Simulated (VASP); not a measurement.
Crystal: Pt.

```
CELL_PARAMETERS angstrom
2.77000 0.00000 0.00000
-1.38500 2.39889 0.00000
0.00000 0.00000 4.52341
ATOMIC_POSITIONS crystal
Pt 0.33333 0.66667 0.25000
Pt 0.66667 0.33333 0.75000
```

- Program: VASP 6.6.1
- Task: relaxation of cell and atoms
- Functional: PBE
- Potentials or basis: VASP PAW PBE potentials, release 64 (Pt)
- Cutoff: 600 eV
- k mesh: 17 × 17 × 9
- Occupations: methfessel-paxton, width 0.05 eV
- Spin: no spin polarisation

At the start: pressure 12.2 GPa; volume 15.03 Å³/atom.

Problem. Where does the relaxation end?

Solution. Over 9 steps the energy falls by 44.2 meV/atom and the volume is 15.72 Å³/atom (+4.6 %); space group P6_3/mmc (No. 194, to 0.05 Å).

Step by step:
```
step  energy change (eV)  largest force (eV/Å)  pressure (GPa)  volume (Å³)
   1              0.0000                0.0000           12.19        30.06
   2              0.2023                0.0000          -20.82        35.29
   3             -0.0626                0.0000           -1.86        31.64
   4             -0.0627                0.0000           -1.46        31.58
   5             -0.0872                0.0000           -0.50        31.48
   6             -0.0884                0.0000           -0.10        31.45
   7             -0.0884                0.0000           -0.06        31.45
   8             -0.0884                0.0000            0.14        31.42
   9             -0.0884                0.0000            0.03        31.44
```

Final structure:
```cif
data_structure
_symmetry_space_group_name_H-M 'P 1'
_symmetry_Int_Tables_number 1
_cell_length_a 2.7570
_cell_length_b 2.7570
_cell_length_c 4.7759
_cell_angle_alpha 90.000
_cell_angle_beta 90.000
_cell_angle_gamma 120.000
_cell_volume 31.44
loop_
_atom_site_label
_atom_site_type_symbol
_atom_site_fract_x
_atom_site_fract_y
_atom_site_fract_z
_atom_site_occupancy
Pt1 Pt 0.33333 0.66667 0.25000 1
Pt2 Pt 0.66667 0.33333 0.75000 1
```
